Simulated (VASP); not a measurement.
Write the native input for VASP 6.6.1 that does the following.

```
Task                   : single point
Functional             : LDA
Potentials or basis    : VASP PAW LDA potentials, release 64 (Sc_sv, C)
Cutoff                 : 520 eV
k mesh                 : 3 × 2 × 3
Occupations            : fermi-dirac, width 0.1 eV
Spin                   : no spin polarisation
Dipole correction      : no
Further INCAR settings : ALGO = Normal; EDIFF = 1e-06; NBANDS = 80
```

The structure of Sc12C (a cell with a defect) lies in POSCAR:

```
Sc12C
1.0
    6.6200000000      0.0000000000      0.0000000000
   -4.9650000000      8.5996320000      0.0000000000
    0.0000000000      0.0000000000      5.2761400000
Sc C
12 1
Direct
   -0.0035813456     -0.0020027193      0.0047417195
    0.1620252132      0.2164918380      0.5066478130
   -0.0020987520      0.3388610474      0.0139770700
    0.1569429235      0.5527042171      0.4874303496
   -0.0067487636      0.6588734513      0.0101752186
    0.1688520324      0.8944898485      0.5015063102
    0.4989188439     -0.0049165605     -0.0008965420
    0.6745440260      0.2307728294      0.4903800071
    0.5107075687      0.3368241490      0.0133262148
    0.6698447114      0.5506611760      0.4865738931
    0.5057419821      0.6729960402     -0.0059997230
    0.6712618441      0.8914726294      0.4957086009
    0.8339284160      0.4448407533      0.2502586680
```

The input as run:

INCAR

```
ALGO     = Normal         # electronic algorithm
EDIFF    = 1E-6           # SCF threshold, eV
ENCUT    = 520            # plane-wave cutoff, eV
GGA      = CA             # functional
ISIF     = 2              # what is computed and relaxed
ISMEAR   = -1             # smearing method
LASPH    = T              # aspherical terms in the spheres
LCHARG   = F              # write CHGCAR
LREAL    = F              # projectors in reciprocal space
LWAVE    = F              # write WAVECAR
NBANDS   = 80             # bands
NELM     = 60             # most SCF steps
PREC     = Accurate       # precision mode
SIGMA    = 0.1            # smearing width, eV
```

KPOINTS

```
k-points
0
Gamma
  3 2 3
```

Potentials or basis: VASP PAW LDA potentials, release 64 (Sc_sv, C).

Run with:

```bash
$ cat potpaw_LDA.64/Sc_sv/POTCAR potpaw_LDA.64/C/POTCAR > POTCAR
$ mpirun -np 1 vasp_std > vasp.out
```

It gave:

```
Pressure               : -3.9 GPa
Largest force          : 0.054 eV/Å
Band gap on the k mesh : zero (bands 68 and 69 overlap by 0.31 eV)
```

Caveat: the k points lie up to 0.40 Å⁻¹ apart.

Run time: 9.1 min on 1 thread of Intel(R) Xeon(R) Platinum 8259CL CPU @ 2.50GHz (Skylake/Cascade Lake), on a shared host, peak memory 0.39 GiB.
